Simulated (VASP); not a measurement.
Pt3PbC, 5 atoms in the cell. It takes space group Pm-3m (No. 221, cubic). The conventional cell has a = 4.348 Å, b = 4.348 Å, c = 4.348 Å, α = 90.00°, β = 90.00°, γ = 90.00°. Pt (site symmetry 4/mmm) has 2 C at 2.17 Å within 2.9 Å. Pb (site symmetry m-3m) has 12 Pt at 3.07 Å and 8 C at 3.77 Å within 4.0 Å. C (site symmetry m-3m) has 6 Pt at 2.17 Å within 2.9 Å. 

- Program: VASP 6.6.1
- Task: single point
- Functional: PBE
- Potentials or basis: VASP PAW PBE potentials, release 64 (Pt, Pb_d, C)
- Cutoff: 600 eV
- k mesh: 6 × 6 × 6
- Occupations: methfessel-paxton, width 0.05 eV
- Spin: no spin polarisation
- Dipole correction: no
- Further INCAR settings: ALGO = Normal; EDIFF = 1e-06; NBANDS = 32

Potentials or basis: VASP PAW PBE potentials, release 64 (Pt, Pb_d, C).

Launch:

```sh
$ cat potpaw_PBE.64/Pt/POTCAR potpaw_PBE.64/Pb_d/POTCAR potpaw_PBE.64/C/POTCAR > POTCAR
$ mpirun -np 1 vasp_std > vasp.out
```

Hardware: 1 thread of Intel(R) Xeon(R) Platinum 8259CL CPU @ 2.50GHz (Skylake/Cascade Lake), with other jobs on the host.

Q: Estimate the wall time of this run.

A: It took 56 s on 1 thread of Intel(R) Xeon(R) Platinum 8259CL CPU @ 2.50GHz (Skylake/Cascade Lake), on a shared host, peak memory 0.24 GiB. Counts: scf iterations 12, k points 20.
